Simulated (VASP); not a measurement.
# BAs (rocksalt type) (Fm-3m) in VASP: single point with PBE

Aim: the single point of BAs (rocksalt type) with PBE.

All numbers are computed with VASP 6.6.1; they aren't measurements. Logs are shortened: lines on timing, memory, paths and dates and some standing lists are left out, and cuts for length are marked.

### 1 The cell of the first run

The structure is cubic, space group Fm-3m (No. 225). The conventional cell has a = 4.674 Å, b = 4.674 Å, c = 4.674 Å, α = 90.00°, β = 90.00°, γ = 90.00°. Within 3.1 Å of B (site symmetry m-3m) lie 6 As at 2.34 Å. Within 3.1 Å of As (site symmetry m-3m) lie 6 B at 2.34 Å.

### 2 Single point, PBE (volume scaled by 1.04)

INCAR

```
SYSTEM = BAs
PREC = Accurate
ENCUT = 520
EDIFF = 1E-6
ISMEAR = -1
SIGMA = 0.05
LREAL = .FALSE.
LASPH = .TRUE.
NELM = 100
ALGO = Normal
ISIF = 2
LWAVE = .FALSE.
LCHARG = .FALSE.
GGA = PE
NBANDS = 11
```

KPOINTS

```
regular mesh
0
G
  14 14 14
  0 0 0
```

POSCAR

```
BAs
1.0
    0.0000000000      2.3372040735      2.3372040735
    2.3372040735      0.0000000000      2.3372040735
    2.3372040735      2.3372040735      0.0000000000
B As
1 1
Direct
    0.0000000000      0.0000000000      0.0000000000
    0.5000000000      0.5000000000      0.5000000000
```

Potentials or basis: VASP PAW PBE potentials, release 64 (B, As).

Command:

```bash
> cat potpaw_PBE.64/B/POTCAR potpaw_PBE.64/As/POTCAR > POTCAR
> mpirun -np 1 vasp_std > vasp.out
```

OUTCAR:

```text
SYSTEM = BAs
   PREC = Accurate
   ENCUT = 520
   EDIFF = 1E-6
   ISMEAR = -1
   LREAL = .FALSE.
   LASPH = .TRUE.
   NELM = 100
   ISIF = 2
   GGA = PE

 ion  position               nearest neighbor table
   1  0.000  0.000  0.000-   2 2.34   2 2.34   2 2.34   2 2.34   2 2.34   2 2.34
   2  0.500  0.500  0.500-   1 2.34   1 2.34   1 2.34   1 2.34   1 2.34   1 2.34

  LATTYP: Found a face centered cubic cell.
 ALAT       =     4.6744081470

  Lattice vectors:

 A1 = (   0.0000000000,   2.3372040735,   2.3372040735)
 A2 = (   2.3372040735,   0.0000000000,   2.3372040735)
 A3 = (   2.3372040735,   2.3372040735,   0.0000000000)

Analysis of symmetry for initial positions (statically):
=====================================================================
 Subroutine PRICEL returns:
 Original cell was already a primitive cell.

 Routine SETGRP: Setting up the symmetry group for a
 face centered cubic supercell.

 Subroutine GETGRP returns: Found 48 space group operations
[... 9 lines left out ...]

 Routine SETGRP: Setting up the symmetry group for a
 face centered cubic supercell.

 Subroutine GETGRP returns: Found 48 space group operations
[... 11 lines left out ...]
                                     Primitive cell

  volume of cell :      25.5341

  direct lattice vectors                    reciprocal lattice vectors
     0.000000000  2.337204074  2.337204074    -0.213930827  0.213930827  0.213930827
     2.337204074  0.000000000  2.337204074     0.213930827 -0.213930827  0.213930827
     2.337204074  2.337204074  0.000000000     0.213930827  0.213930827 -0.213930827

  length of vectors
     3.305305699  3.305305699  3.305305699     0.370539061  0.370539061  0.370539061

  position of ions in fractional coordinates (direct lattice)
     0.000000000  0.000000000  0.000000000
     0.500000000  0.500000000  0.500000000

  ion indices of the primitive-cell ions
   primitive index   ion index
                 1           1
                 2           2

----------------------------------------------------------------------------------------

 KPOINTS: regular mesh

Automatic generation of k-mesh.
 Grid dimensions read from file:
 generate k-points for:   14   14   14

 Generating k-lattice:

  Cartesian coordinates                     Fractional coordinates (reciprocal lattice)
    -0.015280773  0.015280773  0.015280773     0.071428571  0.000000000  0.000000000
     0.015280773 -0.015280773  0.015280773     0.000000000  0.071428571  0.000000000
     0.015280773  0.015280773 -0.015280773     0.000000000  0.000000000  0.071428571

  Length of vectors
     0.026467076  0.026467076  0.026467076

  Shift w.r.t. Gamma in fractional coordinates (k-lattice)
     0.000000000  0.000000000  0.000000000

 Subroutine IBZKPT returns following result:
 ===========================================

 Found    104 irreducible k-points:

 Following reciprocal coordinates:
            Coordinates               Weight
  0.000000  0.000000  0.000000      1.000000
  0.071429  0.000000  0.000000      8.000000
  0.142857  0.000000  0.000000      8.000000
  0.214286  0.000000  0.000000      8.000000
  0.285714  0.000000  0.000000      8.000000
  0.357143  0.000000  0.000000      8.000000
[... 16 lines left out ...]
  0.214286  0.142857  0.000000     24.000000
  0.285714  0.142857  0.000000     24.000000
 [... further k-points ...]
   k-points           NKPTS =    104   k-points in BZ     NKDIM =    104   number of bands    NBANDS=     11
   number of dos      NEDOS =    301   number of ions     NIONS =      2
   total plane-waves  NPLWV =  21952
   dimension x,y,z NGX =    28 NGY =   28 NGZ =   28
   dimension x,y,z NGXF=    56 NGYF=   56 NGZF=   56
   ions per type =               1   1
   NGX,Y,Z   is equivalent  to a cutoff of  14.08, 14.08, 14.08 a.u.
   NGXF,Y,Z  is equivalent  to a cutoff of  28.17, 28.17, 28.17 a.u.
 SYSTEM =  BAs
   PREC   = accura    normal or accurate (medium, high low for compatibility)
   ISTART =      0    job   : 0-new  1-cont  2-samecut
   ICHARG =      2    charge: 1-file 2-atom 10-const
   ISPIN  =      1    spin polarized calculation?
   LNONCOLLINEAR =      F non collinear calculations
   LSORBIT =      F    spin-orbit coupling
   LASPH  =      T    aspherical Exc in radial PAW
   ENCUT  =  520.0 eV  38.22 Ry    6.18 a.u.   6.15  6.15  6.15*2*pi/ulx,y,z
   NELM   =    100;   NELMIN=  2; NELMDL= -5     # of ELM steps
   EDIFF  = 0.1E-05   stopping-criterion for ELM
   LREAL  =      F    real-space projection
   EDIFFG = 0.1E-04   stopping-criterion for IOM
   NSW    =      0    number of steps for IOM
   IBRION =     -1    ionic relax: 0-MD 1-quasi-New 2-CG
   NFREE  =      0    steps in history (QN), initial steepest desc. (CG)
   ISIF   =      2    stress and relaxation
   ISYM   =      2    0-nonsym 1-usesym 2-fastsym
   POTIM  = 0.5000    time-step for ionic-motion
   TEBEG  =    0.0;   TEEND  =   0.0 temperature during run
   PSTRESS=    0.0 pullay stress
   NELECT =       8.0000    total number of electrons
   NUPDOWN=      -1.0000    fix difference up-down
   EMIN   =  10.00;   EMAX   =-10.00  energy-range for DOS
   EFERMI =   0.00;   METHOD = LEGACY
   ISMEAR =    -1;   SIGMA  =   0.05  broadening in eV -4-tet -1-fermi 0-gaus
   EFERMI_NEDOS =   21; number of points for ismear=-14 and -15
   IALGO  =     38    algorithm
   IMIX   =      4    mixing-type and parameters
     AMIX     =   0.40;   BMIX     =  1.00
     AMIX_MAG =   1.60;   BMIX_MAG =  1.00
  volume/ion in A,a.u.               =      12.77        86.16
  Fermi-wavevector in a.u.,A,eV,Ry     =   1.111898  2.101182 16.821109  1.236317
  Thomas-Fermi vector in A             =   2.248466
   LORBIT       =      0    0 simple, 1 ext, 2 COOP (PROOUT), +10 PAW based schemes
   GGA     = PE    functional components
[... 5 lines left out ...]
 non-spin polarized calculation
  energy-cutoff  :      520.00
  volume of cell :       25.53
 maximum number of plane-waves:       701
 NGX is ok and might be reduce to    28
   NGX = 13   NGY = 13   NGZ = 13

 number of electron       8.0000000 magnetization

 Free energy of the ion-electron system (eV)
  ---------------------------------------------------
  ext. energy  EPLUGINS =         0.00000000
  ---------------------------------------------------
  free energy    TOTEN  =        -9.62083759 eV

  energy without entropy =       -9.61394606  energy(sigma->0) =       -9.61739183

 E-fermi :   6.8159     XC(G=0): -11.2516

 val. band max:        6.8025986594   @ k =   0.0000   0.0000   0.0000
 cond. band min:       6.8244180642   @ k =   0.2143   0.0000   0.0000
 fundamental gap:      0.0218194048
 Fermi energy:         6.8158664756

 k-point     1 :       0.0000    0.0000    0.0000
  band No.  band energies     occupation
      1      -8.6975      2.00000
      2       6.8026      1.13191
      3       6.8026      1.13191
      4       6.8026      1.13191
      5       9.7361      0.00000
      6      14.2181      0.00000
      7      14.2181      0.00000
      8      14.2181      0.00000
      9      15.6518      0.00000
     10      15.6518      0.00000
     11      15.6518      0.00000

 k-point     2 :       0.0714    0.0000    0.0000
  band No.  band energies     occupation
      1      -8.6034      2.00000
      2       6.0298      2.00000
      3       6.7964      1.19254
      4       6.7964      1.19254
      5      10.1756      0.00000
      6      13.7403      0.00000
      7      13.7403      0.00000
      8      14.0666      0.00000
      9      15.5508      0.00000
     10      15.8628      0.00000
     11      15.8628      0.00000

 k-point     3 :       0.1429    0.0000    0.0000
  band No.  band energies     occupation
      1      -8.3221      2.00000
      2       4.4751      2.00000
      3       6.7920      1.23419
      4       6.7920      1.23419
      5      10.7315      0.00000
      6      12.7046      0.00000
      7      12.7046      0.00000
      8      13.6820      0.00000
      9      15.6680      0.00000
     10      16.4666      0.00000
     11      16.4666      0.00000

 k-point     4 :       0.2143    0.0000    0.0000
  band No.  band energies     occupation
      1      -7.8576      2.00000
      2       2.7352      2.00000
      3       6.8244      0.91469
      4       6.8244      0.91469
      5      10.9329      0.00000
      6      11.5536      0.00000
      7      11.5536      0.00000
      8      13.2108      0.00000
      9      16.3063      0.00000
     10      17.4226      0.00000
     11      17.4226      0.00000

 k-point     5 :       0.2857    0.0000    0.0000
  band No.  band energies     occupation
      1      -7.2198      2.00000
      2       1.0100      2.00000
      3       6.9331      0.17506
      4       6.9331      0.17506
      5      10.4627      0.00000
      6      10.4627      0.00000
      7      10.8972      0.00000
      8      12.7529      0.00000
      9      17.3401      0.00000
     10      18.6858      0.00000
     11      18.6858      0.00000
[... 211 lines left out ...]
 k-point    21 :      -0.0714    0.0714    0.0000
  band No.  band energies     occupation
      1      -8.4468      2.00000
      2       5.3147      2.00000
      3       6.2132      1.99999
      4       7.0802      0.01006
      5      10.6470      0.00000
      6      12.6060      0.00000
      7      13.2812      0.00000
      8      14.3295      0.00000
      9      15.3049      0.00000
     10      15.9148      0.00000
     11      16.7799      0.00000

 k-point    22 :       0.1429    0.1429    0.0000
  band No.  band energies     occupation
      1      -8.1963      2.00000
      2       5.3572      2.00000
      3       5.8232      2.00000
      4       5.8232      2.00000
      5       9.9876      0.00000
      6      12.1359      0.00000
      7      13.7951      0.00000
      8      14.5690      0.00000
      9      14.5690      0.00000
     10      17.7115      0.00000
     11      17.7115      0.00000

 k-point    23 :       0.2143    0.1429    0.0000
  band No.  band energies     occupation
      1      -7.8543      2.00000
      2       4.0201      2.00000
      3       5.4912      2.00000
      4       6.0986      2.00000
      5       8.7734      0.00000
      6      12.7558      0.00000
      7      13.5069      0.00000
      8      14.3105      0.00000
      9      14.6118      0.00000
     10      18.6327      0.00000
     11      18.7310      0.00000

 k-point    24 :       0.2857    0.1429    0.0000
  band No.  band energies     occupation
      1      -7.3327      2.00000
      2       2.3620      2.00000
      3       5.3000      2.00000
      4       6.4452      1.99879
      5       7.6541      0.00000
      6      13.0486      0.00000
      7      13.5097      0.00000
      8      13.7983      0.00000
      9      14.5488      0.00000
     10      19.6241      0.00000
     11      19.9731      0.00000

 [... further k-points ...]

------------------------ aborting loop because EDIFF is reached ----------------------------------------

  FORCE on cell =-STRESS in cart. coord.  units (eV):
  Direction    XX          YY          ZZ          XY          YZ          ZX
  --------------------------------------------------------------------------------------
  -------------------------------------------------------------------------------------
  Total       -0.6998922     -0.6998922     -0.6998922      0.0000000      0.0000000      0.0000000
  in kB      -43.9159042    -43.9159042    -43.9159042      0.0000000      0.0000000      0.0000000
  external PRESSURE =     -43.9159042 kB  Pullay stress =       0.0000000 kB

 VOLUME and BASIS-vectors are now :
 -----------------------------------------------------------------------------
  energy-cutoff  :      520.00
  volume of cell :       25.53
      direct lattice vectors                 reciprocal lattice vectors
     0.000000000  2.337204074  2.337204074    -0.213930827  0.213930827  0.213930827
     2.337204074  0.000000000  2.337204074     0.213930827 -0.213930827  0.213930827
     2.337204074  2.337204074  0.000000000     0.213930827  0.213930827 -0.213930827

 POSITION                                       TOTAL-FORCE (eV/Angst)
 -----------------------------------------------------------------------------------
      0.00000      0.00000      0.00000         0.000000     -0.000000      0.000000
      2.33720      2.33720      2.33720        -0.000000      0.000000     -0.000000
 -----------------------------------------------------------------------------------
    total drift:                                0.000000      0.000000      0.000000

  FREE ENERGIE OF THE ION-ELECTRON SYSTEM (eV)
  ---------------------------------------------------
  free  energy   TOTEN  =        -9.6208375931 eV

  energy  without entropy=       -9.6139460574  energy(sigma->0) =       -9.61739183
```

It took 28 s on 1 thread of Intel Xeon Platinum 8259CL at 2.50GHz (Skylake/Cascade Lake), shared host; peak memory 0.17 GiB.

Results:

```yaml
Free_energy: -9.6208 eV
Pressure: -4.4 GPa
Band_gap_on_the_k_mesh: zero (band 4 reaches 8.39 eV, above the bottom of band 5 at 3.34 eV)
```
